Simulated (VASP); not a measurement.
Input of a VASP 6.6.1 run:

The input INCAR:

```
PREC = Accurate ; ENCUT = 600
EDIFF = 1E-6 ; ISMEAR = -1
SIGMA = 0.05 ; LREAL = F
LASPH = T ; NELM = 80
ALGO = Normal ; ISIF = 3
LWAVE = F ; LCHARG = F
GGA = PE ; IBRION = 2
NSW = 60 ; EDIFFG = -0.005
PSTRESS = 86.0
```

Contents of KPOINTS:

```
regular mesh
0
Gamma
  12 12 12
```

File POSCAR:

```
Se
1.0
    0.0000000000      2.8109929407      2.8109929407
    2.8109929407      0.0000000000      2.8109929407
    2.8109929407      2.8109929407      0.0000000000
Se
2
Direct
   -0.1250000000     -0.1250000000     -0.1250000000
    0.1250000000      0.1250000000      0.1250000000
```

Potentials or basis: VASP PAW PBE potentials, release 64 (Se).

The run is started by

```console
$ cat potpaw_PBE.64/Se/POTCAR > POTCAR
$ mpirun -np 1 vasp_std > vasp.out
```

Task: Predict the space group after relaxing (to 0.1 Å).

Result: Fd-3m (No. 227).

Task: What does it give for the relaxed cell?

Result: a = 4.246 Å, b = 4.246 Å, c = 4.246 Å, α = 60.00°, β = 60.00°, γ = 60.00°.

Task: Estimate the band gap on the k mesh.

Result: Zero (bands 6 and 7 overlap by 1.25 eV).

Final structure:
```yaml
crystal:
  lattice:
    - [0.00000, 3.00266, 3.00266]
    - [3.00266, 0.00000, 3.00266]
    - [3.00266, 3.00266, 0.00000]
  atoms:
    - { symbol: Se, position: [0.87500, 0.87500, 0.87500] }
    - { symbol: Se, position: [0.12500, 0.12500, 0.12500] }
```

Caveat: the cell is relaxed towards a set pressure, so the run minimises the enthalpy, not the energy.
